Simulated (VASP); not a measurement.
# FePb (P4/mmm) in VASP: notebook

FePb is run at these levels: PBE, LDA; tasks: single point.

All numbers are computed with VASP 6.6.1; they aren't measurements. Logs are shortened: lines on timing, memory, paths and dates and some standing lists are left out, and cuts for length are marked.

### 1 The cell of the first run

The structure is tetragonal, space group P4/mmm (No. 123). The conventional cell has a = 3.200 Å, b = 3.200 Å, c = 4.100 Å, α = 90.00°, β = 90.00°, γ = 90.00°. Within 4.2 Å of Fe (site symmetry 4/mmm) lie 8 Pb at 3.05 Å and 6 Fe at 3.20 to 4.10 Å. Within 4.2 Å of Pb (site symmetry 4/mmm) lie 8 Fe at 3.05 Å and 6 Pb at 3.20 to 4.10 Å.

### 2 Single point, PBE

INCAR

```
PREC = Accurate ; ENCUT = 520
EDIFF = 1E-7 ; ISMEAR = -1
SIGMA = 0.1 ; LREAL = F
LASPH = T ; NELM = 100
ALGO = Normal ; ISIF = 2
LWAVE = F ; LCHARG = F
GGA = PE ; NBANDS = 18
```

KPOINTS

```
regular mesh
0
Gamma
  8 8 6
```

POSCAR

```
FePb
1.0
    3.2000000000      0.0000000000      0.0000000000
    0.0000000000      3.2000000000      0.0000000000
    0.0000000000      0.0000000000      4.1000000000
Fe Pb
1 1
Direct
    0.0000000000      0.0000000000      0.0000000000
    0.5000000000      0.5000000000      0.5000000000
```

Potentials or basis: VASP PAW PBE potentials, release 64 (Fe, Pb_d).

Run with:

```
cat potpaw_PBE.64/Fe/POTCAR potpaw_PBE.64/Pb_d/POTCAR > POTCAR
mpirun -np 1 vasp_std > vasp.out
```

OUTCAR:

```text
PREC = Accurate
   ENCUT = 520
   EDIFF = 1E-7
   ISMEAR = -1
   LREAL = F
   LASPH = T
   NELM = 100
   ISIF = 2
   GGA = PE

 ion  position               nearest neighbor table
   1  0.000  0.000  0.000-   2 3.05   2 3.05   2 3.05   2 3.05   2 3.05   2 3.05   2 3.05   2 3.05

   2  0.500  0.500  0.500-   1 3.05   1 3.05   1 3.05   1 3.05   1 3.05   1 3.05   1 3.05   1 3.05

  LATTYP: Found a simple tetragonal cell.
 ALAT       =     3.2000000000
 C/A-ratio  =     1.2812500000

  Lattice vectors:

 A1 = (   3.2000000000,   0.0000000000,   0.0000000000)
 A2 = (   0.0000000000,   3.2000000000,   0.0000000000)
 A3 = (   0.0000000000,   0.0000000000,   4.1000000000)

Analysis of symmetry for initial positions (statically):
=====================================================================
 Subroutine PRICEL returns:
 Original cell was already a primitive cell.

 Routine SETGRP: Setting up the symmetry group for a
 simple tetragonal supercell.

 Subroutine GETGRP returns: Found 16 space group operations
 (whereof 16 operations were pure point group operations)
 out of a pool of 16 trial point group operations.

The static configuration has the point symmetry D_4h.

Analysis of symmetry for dynamics (positions and initial velocities):
=====================================================================
 Subroutine PRICEL returns:
 Original cell was already a primitive cell.

 Routine SETGRP: Setting up the symmetry group for a
 simple tetragonal supercell.

 Subroutine GETGRP returns: Found 16 space group operations
 (whereof 16 operations were pure point group operations)
 out of a pool of 16 trial point group operations.

The dynamic configuration has the point symmetry D_4h.

 Subroutine INISYM returns: Found 16 space group operations
 (whereof 16 operations are pure point group operations),
 and found     1 'primitive' translations

----------------------------------------------------------------------------------------

                                     Primitive cell

  volume of cell :      41.9840

  direct lattice vectors                    reciprocal lattice vectors
     3.200000000  0.000000000  0.000000000     0.312500000  0.000000000  0.000000000
     0.000000000  3.200000000  0.000000000     0.000000000  0.312500000  0.000000000
     0.000000000  0.000000000  4.100000000     0.000000000  0.000000000  0.243902439

  length of vectors
     3.200000000  3.200000000  4.100000000     0.312500000  0.312500000  0.243902439

[... 73 lines left out ...]
   ICHARG =      2    charge: 1-file 2-atom 10-const
   ISPIN  =      1    spin polarized calculation?
   LNONCOLLINEAR =      F non collinear calculations
   LSORBIT =      F    spin-orbit coupling
   LASPH  =      T    aspherical Exc in radial PAW
   ENCUT  =  520.0 eV  38.22 Ry    6.18 a.u.   5.95  5.95  7.62*2*pi/ulx,y,z
   NELM   =    100;   NELMIN=  2; NELMDL= -5     # of ELM steps
   EDIFF  = 0.1E-06   stopping-criterion for ELM
   LREAL  =      F    real-space projection
   EDIFFG = 0.1E-05   stopping-criterion for IOM
   NSW    =      0    number of steps for IOM
   IBRION =     -1    ionic relax: 0-MD 1-quasi-New 2-CG
   NFREE  =      0    steps in history (QN), initial steepest desc. (CG)
   ISIF   =      2    stress and relaxation
   ISYM   =      2    0-nonsym 1-usesym 2-fastsym
   POTIM  = 0.5000    time-step for ionic-motion
   TEBEG  =    0.0;   TEEND  =   0.0 temperature during run
   PSTRESS=    0.0 pullay stress
   NELECT =      22.0000    total number of electrons
   NUPDOWN=      -1.0000    fix difference up-down
   EMIN   =  10.00;   EMAX   =-10.00  energy-range for DOS
   EFERMI =   0.00;   METHOD = LEGACY
   ISMEAR =    -1;   SIGMA  =   0.10  broadening in eV -4-tet -1-fermi 0-gaus
   EFERMI_NEDOS =   21; number of points for ismear=-14 and -15
   IALGO  =     38    algorithm
   IMIX   =      4    mixing-type and parameters
     AMIX     =   0.40;   BMIX     =  1.00
     AMIX_MAG =   1.60;   BMIX_MAG =  1.00
  volume/ion in A,a.u.               =      20.99       141.66
  Fermi-wavevector in a.u.,A,eV,Ry     =   1.319839  2.494135 23.701026  1.741976
  Thomas-Fermi vector in A             =   2.449709
   LORBIT       =      0    0 simple, 1 ext, 2 COOP (PROOUT), +10 PAW based schemes
   GGA     = PE    functional components
   LHFCALC =     F    Hartree Fock is set to
   AEXX    =    0.0000 exact exchange contribution
   IVDW    =     0    specifies the selected vdW correction
   LEPSILON=     F    determine dielectric tensor
   LRPA    =     F    only Hartree local field effects (RPA)
 non-spin polarized calculation
  energy-cutoff  :      520.00
  volume of cell :       41.98
 maximum number of plane-waves:      1155
 NGX is ok and might be reduce to    24
   NGX = 11   NGY = 11   NGZ = 15

 number of electron      22.0000010 magnetization

 Free energy of the ion-electron system (eV)
  ---------------------------------------------------
  ext. energy  EPLUGINS =         0.00000000
  ---------------------------------------------------
  free energy    TOTEN  =        -9.61192393 eV

  energy without entropy =       -9.43976589  energy(sigma->0) =       -9.52584491

 E-fermi :   6.6275     XC(G=0): -11.0898

 val. band max:        6.6230526376   @ k =   0.3750   0.2500   0.5000
 cond. band min:       6.6285622005   @ k =   0.5000   0.5000   0.0000
 fundamental gap:      0.0055095628
 Fermi energy:         6.6275053693

 k-point     1 :       0.0000    0.0000    0.0000
  band No.  band energies     occupation
      1     -10.5556      2.00000
      2     -10.2480      2.00000
      3      -9.9614      2.00000
      4      -9.9614      2.00000
      5      -9.9343      2.00000
      6      -4.6905      2.00000
[... 481 lines left out ...]
      5      -9.8774      2.00000
      6      -1.5147      2.00000
[... 10 lines left out ...]
     17      14.8925      0.00000
     18      16.2049      0.00000

 [... further k-points ...]
[... 5 lines left out ...]
  --------------------------------------------------------------------------------------
  -------------------------------------------------------------------------------------
  Total       -2.0714629     -2.0714629     -4.1808545      0.0000000      0.0000000     -0.0000000
  in kB      -79.0503750    -79.0503750   -159.5481681      0.0000000      0.0000000     -0.0000000
  external PRESSURE =    -105.8829727 kB  Pullay stress =       0.0000000 kB

 VOLUME and BASIS-vectors are now :
 -----------------------------------------------------------------------------
  energy-cutoff  :      520.00
  volume of cell :       41.98
      direct lattice vectors                 reciprocal lattice vectors
     3.200000000  0.000000000  0.000000000     0.312500000  0.000000000  0.000000000
     0.000000000  3.200000000  0.000000000     0.000000000  0.312500000  0.000000000
     0.000000000  0.000000000  4.100000000     0.000000000  0.000000000  0.243902439

 POSITION                                       TOTAL-FORCE (eV/Angst)
 -----------------------------------------------------------------------------------
      0.00000      0.00000      0.00000         0.000000      0.000000      0.000000
      1.60000      1.60000      2.05000         0.000000      0.000000      0.000000
 -----------------------------------------------------------------------------------
    total drift:                                0.000000      0.000000     -0.000000

  FREE ENERGIE OF THE ION-ELECTRON SYSTEM (eV)
  ---------------------------------------------------
  free  energy   TOTEN  =        -9.6119239272 eV

  energy  without entropy=       -9.4397658882  energy(sigma->0) =       -9.52584491
```

OSZICAR:

```text
N       E                     dE             d eps       ncg     rms          rms(c)
DAV:   1     0.185425208393E+03    0.18543E+03   -0.11055E+04  2176   0.151E+03
DAV:   2    -0.456054679569E+00   -0.18588E+03   -0.18040E+03  2162   0.338E+02
DAV:   3    -0.102511564837E+02   -0.97951E+01   -0.96482E+01  2544   0.974E+01
DAV:   4    -0.104854494737E+02   -0.23429E+00   -0.23414E+00  2606   0.161E+01
DAV:   5    -0.104947929100E+02   -0.93434E-02   -0.93430E-02  2740   0.301E+00    0.876E+00
DAV:   6    -0.143623626053E+02   -0.38676E+01   -0.36551E+01  2402   0.531E+01    0.227E+01
DAV:   7    -0.961009636383E+01    0.47523E+01   -0.24599E+01  2298   0.407E+01    0.995E-01
DAV:   8    -0.961639002727E+01   -0.62937E-02   -0.25341E-01  2372   0.365E+00    0.703E-01
DAV:   9    -0.961216907864E+01    0.42209E-02   -0.21909E-02  3098   0.143E+00    0.230E-01
DAV:  10    -0.961191822892E+01    0.25085E-03   -0.99665E-04  2630   0.315E-01    0.694E-02
DAV:  11    -0.961192569279E+01   -0.74639E-05   -0.10077E-04  2768   0.991E-02    0.253E-02
DAV:  12    -0.961192450674E+01    0.11860E-05   -0.17217E-05  3104   0.339E-02    0.137E-02
DAV:  13    -0.961192446307E+01    0.43677E-07   -0.28664E-06  3096   0.194E-02    0.429E-03
DAV:  14    -0.961192413121E+01    0.33186E-06   -0.29609E-07  1964   0.629E-03    0.128E-03
DAV:  15    -0.961192394110E+01    0.19010E-06   -0.72387E-08  1332   0.224E-03    0.248E-04
DAV:  16    -0.961192392720E+01    0.13907E-07   -0.67617E-09  1192   0.938E-04
   1 F= -.96119239E+01 E0= -.95258449E+01  d E =-.172158E+00
```

stdout:

```text
POSCAR found type information on POSCAR FePb
 POSCAR found :  2 types and       2 ions
 scaLAPACK will be used
 LDA part: xc-table for (Slater+PW92), standard interpolation
 POSCAR, INCAR and KPOINTS ok, starting setup
 FFT: planning ... GRIDC
 FFT: planning ... GRID_SOFT
 FFT: planning ... GRID
 WAVECAR not read
 entering main loop
```

Wall time 25 s (1 thread of Intel Xeon Platinum 8259CL at 2.50GHz (Skylake/Cascade Lake), shared host); peak memory 0.18 GiB.

Results:

* Free energy: -9.6119 eV
* Pressure: -10.6 GPa
* Band gap on the k mesh: zero (bands 11 and 12 overlap by 0.58 eV)

Stress tensor (GPa, compression positive):
```
 -7.91   0.00   0.00
  0.00  -7.91   0.00
  0.00   0.00 -15.95
```

Levels at points of the mesh, in eV from the Fermi level:
| k point | band 8 | band 9 | band 10 | band 11 | band 12 | band 13 | band 14 | band 15 |
| --- | --- | --- | --- | --- | --- | --- | --- | --- |
| (0.00, 0.00, 0.00) | -1.12 | -0.67 | -0.12 | -0.12 | 0.10 | 2.55 | 4.67 | 4.67 |
| (0.50, 0.00, 0.00) | -1.61 | -1.00 | -0.44 | -0.13 | 0.59 | 4.46 | 4.69 | 5.88 |
| (0.50, 0.50, 0.00) | -2.27 | -0.81 | -0.62 | -0.62 | 0.00 | 0.41 | 2.89 | 5.01 |
| (0.00, 0.00, 0.50) | -1.14 | -0.47 | -0.47 | -0.42 | 0.09 | 6.80 | 6.80 | 8.80 |
| (0.50, 0.00, 0.50) | -2.41 | -1.42 | -0.27 | -0.14 | -0.13 | 0.26 | 1.58 | 8.63 |
| (0.50, 0.50, 0.50) | -2.73 | -2.26 | -0.11 | 0.41 | 1.85 | 1.85 | 3.09 | 3.09 |

Caveat: the cell stands under tension; spin-orbit coupling is left out, which moves the levels of the heavy elements; the run has no spin polarisation, though such a crystal can be magnetic. Spin polarisation is off, so any magnetic state and its effect on volume and gap are missing.

### 3 Single point, LDA

INCAR

```
PREC = Accurate
ENCUT = 520
EDIFF = 1E-6
ISMEAR = -1
SIGMA = 0.1
LREAL = False
LASPH = True
NELM = 100
ALGO = Normal
ISIF = 2
LWAVE = False
LCHARG = True
LELF = True
LVHAR = True
NBANDS = 18
```

KPOINTS is that of step 2.

POSCAR is that of step 2.

Potentials or basis: VASP PAW LDA potentials, release 64 (Fe, Pb_d).

Run with:

```
cat potpaw_LDA.64/Fe/POTCAR potpaw_LDA.64/Pb_d/POTCAR > POTCAR
mpirun -np 1 vasp_std > vasp.out
```

OUTCAR:

```text
PREC = Accurate
   ENCUT = 520
   EDIFF = 1E-6
   ISMEAR = -1
   LREAL = False
   LASPH = True
   NELM = 100
   ISIF = 2

 ion  position               nearest neighbor table
   1  0.000  0.000  0.000-   2 3.05   2 3.05   2 3.05   2 3.05   2 3.05   2 3.05   2 3.05   2 3.05

   2  0.500  0.500  0.500-   1 3.05   1 3.05   1 3.05   1 3.05   1 3.05   1 3.05   1 3.05   1 3.05

  LATTYP: Found a simple tetragonal cell.
 ALAT       =     3.2000000000
 C/A-ratio  =     1.2812500000

  Lattice vectors:

[... 191 lines left out ...]
      5     -10.1134      2.00000
      6      -4.9478      2.00000
[... 481 lines left out ...]
      5     -10.0575      2.00000
      6      -1.7857      2.00000
[... 10 lines left out ...]
     17      14.6288      0.00000
     18      15.9859      0.00000

 [... further k-points ...]
[... 5 lines left out ...]
  --------------------------------------------------------------------------------------
  -------------------------------------------------------------------------------------
  Total       -3.8197258     -3.8197258     -5.9090617      0.0000000      0.0000000      0.0000000
  in kB     -145.7669147   -145.7669147   -225.4993491      0.0000000      0.0000000      0.0000000
  external PRESSURE =    -172.3443929 kB  Pullay stress =       0.0000000 kB

 VOLUME and BASIS-vectors are now :
 -----------------------------------------------------------------------------
  energy-cutoff  :      520.00
  volume of cell :       41.98
      direct lattice vectors                 reciprocal lattice vectors
     3.200000000  0.000000000  0.000000000     0.312500000  0.000000000  0.000000000
     0.000000000  3.200000000  0.000000000     0.000000000  0.312500000  0.000000000
     0.000000000  0.000000000  4.100000000     0.000000000  0.000000000  0.243902439

 POSITION                                       TOTAL-FORCE (eV/Angst)
 -----------------------------------------------------------------------------------
      0.00000      0.00000      0.00000         0.000000      0.000000      0.000000
      1.60000      1.60000      2.05000         0.000000      0.000000      0.000000
 -----------------------------------------------------------------------------------
    total drift:                                0.000000      0.000000     -0.000000

  FREE ENERGIE OF THE ION-ELECTRON SYSTEM (eV)
  ---------------------------------------------------
  free  energy   TOTEN  =       -11.1765271755 eV

  energy  without entropy=      -11.0035286676  energy(sigma->0) =      -11.09002792
```

OSZICAR:

```text
N       E                     dE             d eps       ncg     rms          rms(c)
DAV:   1     0.185769050329E+03    0.18577E+03   -0.11002E+04  2176   0.152E+03
DAV:   2    -0.187692304586E+01   -0.18765E+03   -0.18214E+03  2162   0.339E+02
DAV:   3    -0.118436983621E+02   -0.99668E+01   -0.98136E+01  2514   0.991E+01
DAV:   4    -0.120917101679E+02   -0.24801E+00   -0.24783E+00  2626   0.167E+01
DAV:   5    -0.121015315440E+02   -0.98214E-02   -0.98209E-02  2726   0.307E+00    0.885E+00
DAV:   6    -0.161090957081E+02   -0.40076E+01   -0.37867E+01  2400   0.569E+01    0.232E+01
DAV:   7    -0.111789876511E+02    0.49301E+01   -0.25815E+01  2304   0.434E+01    0.101E+00
DAV:   8    -0.111829946079E+02   -0.40070E-02   -0.27892E-01  2380   0.380E+00    0.703E-01
DAV:   9    -0.111772715445E+02    0.57231E-02   -0.21388E-02  3184   0.132E+00    0.250E-01
DAV:  10    -0.111766250818E+02    0.64646E-03   -0.93853E-04  2692   0.288E-01    0.102E-01
DAV:  11    -0.111765319742E+02    0.93108E-04   -0.13025E-04  2948   0.125E-01    0.353E-02
DAV:  12    -0.111765278076E+02    0.41666E-05   -0.10103E-05  2760   0.283E-02    0.167E-02
DAV:  13    -0.111765271755E+02    0.63214E-06   -0.14793E-06  1324   0.163E-02
   1 F= -.11176527E+02 E0= -.11090028E+02  d E =-.172999E+00
```

stdout:

```text
POSCAR found type information on POSCAR FePb
 POSCAR found :  2 types and       2 ions
 scaLAPACK will be used
 LDA part: xc-table for (Slater(with rela. corr.)+CA(PZ))
 , standard interpolation
 POSCAR, INCAR and KPOINTS ok, starting setup
 FFT: planning ... GRIDC
 FFT: planning ... GRID_SOFT
 FFT: planning ... GRID
 WAVECAR not read
 entering main loop
```

It took 21 s on 1 thread of Intel Xeon Platinum 8259CL at 2.50GHz (Skylake/Cascade Lake), shared host; peak memory 0.17 GiB.

Results:

* Free energy: -11.1765 eV
* Pressure: -17.2 GPa
* Band gap on the k mesh: zero (bands 11 and 12 overlap by 0.55 eV)

Levels at points of the mesh, in eV from the Fermi level:
| k point | band 7 | band 8 | band 9 | band 10 | band 11 | band 12 | band 13 | band 14 | band 15 | band 16 |
| --- | --- | --- | --- | --- | --- | --- | --- | --- | --- | --- |
| (0.00, 0.00, 0.00) | -1.31 | -1.14 | -0.66 | -0.13 | -0.13 | 0.11 | 2.54 | 4.63 | 4.63 | 9.40 |
| (0.50, 0.00, 0.00) | -5.18 | -1.62 | -1.01 | -0.43 | -0.14 | 0.57 | 4.46 | 4.74 | 5.92 | 6.27 |
| (0.50, 0.50, 0.00) | -2.26 | -2.26 | -0.79 | -0.62 | -0.62 | 0.01 | 0.37 | 2.90 | 4.96 | 7.36 |
| (0.00, 0.00, 0.50) | -5.57 | -1.17 | -0.48 | -0.48 | -0.42 | 0.10 | 6.77 | 6.77 | 8.86 | 10.27 |
| (0.50, 0.00, 0.50) | -3.72 | -2.38 | -1.42 | -0.26 | -0.14 | -0.13 | 0.25 | 1.57 | 8.55 | 10.82 |
| (0.50, 0.50, 0.50) | -2.73 | -2.73 | -2.25 | -0.11 | 0.38 | 1.85 | 1.85 | 3.15 | 3.15 | 3.39 |

Caveat: the cell stands under tension; spin-orbit coupling is left out, which moves the levels of the heavy elements; the run has no spin polarisation, though such a crystal can be magnetic. Spin polarisation is off, so any magnetic state and its effect on volume and gap are missing.
